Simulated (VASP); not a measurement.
# ReS (Pm-3m) in VASP: a series of runs, part 2 of 2

VASP 6.6.1. Earlier steps stand in the parts before.

## (3) Single point, r2SCAN

This run uses another cell than the first one, of 14.53 Å³/atom, 1.057 times its volume.

The input, POSCAR:

```
ReS
1.0
    3.0743296585      0.0000000000      0.0000000000
    0.0000000000      3.0743296585      0.0000000000
    0.0000000000      0.0000000000      3.0743296585
Re S
1 1
Direct
    0.0000000000      0.0000000000      0.0000000000
    0.5000000000      0.5000000000      0.5000000000
```

The input, INCAR.step1:

```
SYSTEM = ReS
  ALGO = Normal
  EDIFF = 1E-4
  ENCUT = 520
  GGA = PE
  ISMEAR = 0
  LASPH = .TRUE.
  LCHARG = .FALSE.
  LREAL = .FALSE.
  LWAVE = .TRUE.
  NBANDS = 14
  NELM = 100
  PREC = Accurate
  SIGMA = 0.1
```

The input, INCAR.step2:

```
SYSTEM = ReS
  ALGO = Normal
  EDIFF = 1E-6
  ENCUT = 520
  ISIF = 2
  ISMEAR = 0
  ISTART = 1
  LASPH = .TRUE.
  LCHARG = .FALSE.
  LMIXTAU = .TRUE.
  LREAL = .FALSE.
  LWAVE = .FALSE.
  METAGGA = R2SCAN
  NBANDS = 14
  NELM = 100
  PREC = Accurate
  SIGMA = 0.1
```

The input, KPOINTS:

```
k-points
0
G
  14 14 14
  0 0 0
```

Potentials or basis: VASP PAW PBE potentials, release 64 (Re, S).

The run is started by

```console
cat potpaw_PBE.64/Re/POTCAR potpaw_PBE.64/S/POTCAR > POTCAR
cp INCAR.step1 INCAR
mpirun -np 1 vasp_std > vasp.out
cp INCAR.step2 INCAR
mpirun -np 1 vasp_std > vasp.out
```

OUTCAR:

```text
SYSTEM = ReS
   EDIFF = 1E-6
   ENCUT = 520
   ISIF = 2
   ISMEAR = 0
   ISTART = 1
   LASPH = .TRUE.
   LREAL = .FALSE.
   METAGGA = R2SCAN
   NELM = 100
   PREC = Accurate

 ion  position               nearest neighbor table
   1  0.000  0.000  0.000-   2 2.66   2 2.66   2 2.66   2 2.66   2 2.66   2 2.66   2 2.66   2 2.66

   2  0.500  0.500  0.500-   1 2.66   1 2.66   1 2.66   1 2.66   1 2.66   1 2.66   1 2.66   1 2.66

  LATTYP: Found a simple cubic cell.
 ALAT       =     3.0743296585

  Lattice vectors:

 A1 = (   3.0743296585,   0.0000000000,   0.0000000000)
 A2 = (   0.0000000000,   3.0743296585,   0.0000000000)
 A3 = (   0.0000000000,   0.0000000000,   3.0743296585)

Analysis of symmetry for initial positions (statically):
=====================================================================
 Subroutine PRICEL returns:
 Original cell was already a primitive cell.

 Routine SETGRP: Setting up the symmetry group for a
 simple cubic supercell.

 Subroutine GETGRP returns: Found 48 space group operations
 (whereof 48 operations were pure point group operations)
 out of a pool of 48 trial point group operations.

The static configuration has the point symmetry O_h .

Analysis of symmetry for dynamics (positions and initial velocities):
=====================================================================
 Subroutine PRICEL returns:
 Original cell was already a primitive cell.

 Routine SETGRP: Setting up the symmetry group for a
 simple cubic supercell.

 Subroutine GETGRP returns: Found 48 space group operations
 (whereof 48 operations were pure point group operations)
 out of a pool of 48 trial point group operations.

The dynamic configuration has the point symmetry O_h .

 Subroutine INISYM returns: Found 48 space group operations
 (whereof 48 operations are pure point group operations),
 and found     1 'primitive' translations

----------------------------------------------------------------------------------------

                                     Primitive cell
[... 116 lines left out ...]
   METAGGA = R2SCAN    functional components
   LHFCALC =     F    Hartree Fock is set to
   AEXX    =    0.0000 exact exchange contribution
   IVDW    =     0    specifies the selected vdW correction
   LEPSILON=     F    determine dielectric tensor
   LRPA    =     F    only Hartree local field effects (RPA)
 non-spin polarized calculation
 Gauss-broadening in eV      SIGMA  =   0.10
  energy-cutoff  :      520.00
  volume of cell :       29.06
 maximum number of plane-waves:       804
 NGX is ok and might be reduce to    24
   NGX = 11   NGY = 11   NGZ = 11

 number of electron      12.9999998 magnetization

 Free energy of the ion-electron system (eV)
  ---------------------------------------------------
  ext. energy  EPLUGINS =         0.00000000
  ---------------------------------------------------
  free energy    TOTEN  =       -59.25416462 eV

  energy without entropy =      -59.24655439  energy(sigma->0) =      -59.25035951

 E-fermi :   9.3310     XC(G=0): -13.6596

 val. band max:        9.3021320905   @ k =   0.5000   0.4286   0.2857
 cond. band min:       9.3487509563   @ k =   0.2857   0.2143   0.0714
 fundamental gap:      0.0466188658
 Fermi energy:         9.3310261388

 k-point     1 :       0.0000    0.0000    0.0000
  band No.  band energies     occupation
      1      -8.4859      2.00000
      2       4.6610      2.00000
      3       4.6610      2.00000
      4       6.3516      2.00000
      5       6.3516      2.00000
      6       6.3516      2.00000
      7       9.3556      0.72792
      8       9.3556      0.72792
      9       9.3556      0.72792
     10      10.9111      0.00000
     11      18.9524      0.00000
     12      18.9524      0.00000
     13      26.3156      0.00000
     14      26.3156      0.00000
[... 377 lines left out ...]
      1      -6.6453      2.00000
      2       0.6642      2.00000
      3       3.3178      2.00000
      4       5.2257      2.00000
      5       6.0775      2.00000
      6       8.5292      2.00000
      7       9.7064      0.00000
      8      10.0839      0.00000
      9      11.5615      0.00000
     10      14.4823      0.00000
     11      17.2627      0.00000
     12      18.6772      0.00000
     13      20.0604      0.00000
     14      21.9136      0.00000

 [... further k-points ...]
[... 5 lines left out ...]
  --------------------------------------------------------------------------------------
  -------------------------------------------------------------------------------------
  Total       -4.1366072     -4.1366072     -4.1366072      0.0000000      0.0000000      0.0000000
  in kB     -228.0885896   -228.0885896   -228.0885896      0.0000000      0.0000000      0.0000000
  external PRESSURE =    -228.0885896 kB  Pullay stress =       0.0000000 kB

 VOLUME and BASIS-vectors are now :
 -----------------------------------------------------------------------------
  energy-cutoff  :      520.00
  volume of cell :       29.06
      direct lattice vectors                 reciprocal lattice vectors
     3.074329658  0.000000000  0.000000000     0.325274161  0.000000000  0.000000000
     0.000000000  3.074329658  0.000000000     0.000000000  0.325274161  0.000000000
     0.000000000  0.000000000  3.074329658     0.000000000  0.000000000  0.325274161

 POSITION                                       TOTAL-FORCE (eV/Angst)
 -----------------------------------------------------------------------------------
      0.00000      0.00000      0.00000         0.000000      0.000000      0.000000
      1.53716      1.53716      1.53716         0.000000      0.000000      0.000000
 -----------------------------------------------------------------------------------
    total drift:                               -0.000000     -0.000000     -0.000000

  FREE ENERGIE OF THE ION-ELECTRON SYSTEM (eV)
  ---------------------------------------------------
  free  energy   TOTEN  =       -59.2541646152 eV

  energy  without entropy=      -59.2465543948  energy(sigma->0) =      -59.25035951
```

Run time: 71 s. Hardware: 1 thread of Intel Xeon 6975P-C, shared host; peak memory 0.18 GiB.

Results:

```yaml
Free_energy: -59.2542 eV
Pressure: -22.8 GPa
```

Levels at points of the mesh, in eV from the Fermi level:
```
           k point  band 5  band 6  band 7  band 8  band 9  band 10
(0.00, 0.00, 0.00)   -2.98   -2.98    0.02    0.02    0.02     1.58
(0.50, 0.00, 0.00)   -3.67    0.50    1.43    3.48    3.48     5.45
(0.50, 0.50, 0.00)   -1.81   -1.81   -1.58   -0.30    1.95     3.81
(0.50, 0.50, 0.50)    2.07    2.07    2.25    2.25    2.25     4.19
```

Caveat: the PAW data sets were made with another functional, which shifts forces and pressure a little; spin-orbit coupling is left out, which moves the levels of the heavy elements.
